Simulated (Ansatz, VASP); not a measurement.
Ti: VASP beside Ansatz

Contents of INCAR:

```
SYSTEM = Ti
PREC = Accurate ; ENCUT = 520
EDIFF = 1E-6 ; ISMEAR = 1
SIGMA = 0.01 ; LREAL = .FALSE.
LASPH = .TRUE. ; NELM = 80
ALGO = Normal ; ISIF = 2
LWAVE = .FALSE. ; LCHARG = .FALSE.
GGA = CA ; NBANDS = 19
```

KPOINTS

```
regular mesh
0
G
  13 13 7
  0 0 0
```

File POSCAR:

```
Ti
1.0
    2.8638698861      0.0000000000      0.0000000000
   -1.4319349430      2.4801840745      0.0000000000
    0.0000000000      0.0000000000      4.5399943151
Ti
2
Direct
    0.3333333333      0.6666666667      0.2500000000
    0.6666666667      0.3333333333      0.7500000000
```

Input for Ansatz:

```yaml
crystal:
  lattice:
    - [2.8638698861, 0.0, 0.0]
    - [-1.431934943, 2.4801840745, 0.0]
    - [0.0, 0.0, 4.5399943151]
  atoms:
    - { symbol: Ti, position: [0.3333333333, 0.6666666667, 0.25] }
    - { symbol: Ti, position: [0.6666666667, 0.3333333333, 0.75] }
hamiltonian:
  xc: lda
  pseudopotentials:
    kind: paw
    azcp:
      Ti: "pseudopotentials/Ti.paw.azcp"
basis:
  ecutwfc: 420
  fft_grid_basis: typed
kpoints:
  mp_grid: { grid: [13, 13, 7], shift: [0, 0, 0] }
magnetization:
  spin_polarized: false
scf:
  occupations: { method: methfessel_paxton, width: 0.01 }
  lower_state_search: "off"
output:
  stress: true
```

Alike in both runs: task single point; functional LDA; k mesh 13 × 13 × 7; occupations methfessel-paxton of order 1, width 0.01 eV; no spin polarisation.

|  | VASP | Ansatz |
| --- | --- | --- |
| version | VASP 6.6.1 | Ansatz 0.2.0 |
| potentials or method | VASP PAW LDA potentials, release 64 (Ti_sv), cutoff 520 eV | plane waves (420 eV) with PAW, scalar-relativistic |
| valence electrons in the cell | 24 | 24 |

|  | VASP | Ansatz | Ansatz less VASP |
| --- | --- | --- | --- |
| pressure (GPa) | -0.4 | -0.2 | +0.12 |
| traceless stress, the component that is largest in VASP (GPa) | 0.42 | 0.40 | -0.026 |

Ansatz warns that its potentials were made for another functional, while VASP's fit it. LDA's correlation is that of Perdew and Zunger in VASP and of Perdew and Wang (1992) in Ansatz.
